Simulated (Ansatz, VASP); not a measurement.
# Two plane-wave programs on TePb

```xyz
2
Lattice="0.0000 3.2213 3.2213 3.2213 0.0000 3.2213 3.2213 3.2213 0.0000" Properties=species:S:1:pos:R:3 pbc="T T T"
Te    3.2213    3.2213    3.2213
Pb    0.0000    0.0000    0.0000
```

Alike in both runs: functional PBEsol; k mesh 12 × 12 × 12; occupations fermi-dirac, width 0.08 eV; no spin polarisation.

Ansatz relaxed the structure, and its values are those at the end. VASP's run is a single point on that final structure, the one shown.

```csv
,VASP,Ansatz
version,VASP 6.6.1,Ansatz 0.2.0
potentials or method,"VASP PAW PBE potentials, release 64 (Te, Pb_d)","PAW with Ansatz's default frozen-core files, scalar-relativistic"
plane-wave cutoff (eV),520,420
valence electrons in the cell,20,30
```

|  | VASP | Ansatz | Ansatz less VASP |
| --- | --- | --- | --- |
| pressure (GPa) | 0.0 | 0.0 | +0.03 |

VASP's potentials were made for PBE, not for PBEsol. VASP's potentials hold 20 valence electrons a cell and Ansatz's 30, so a difference there can come from the potentials and not from the codes.

Spin-orbit coupling is off throughout.
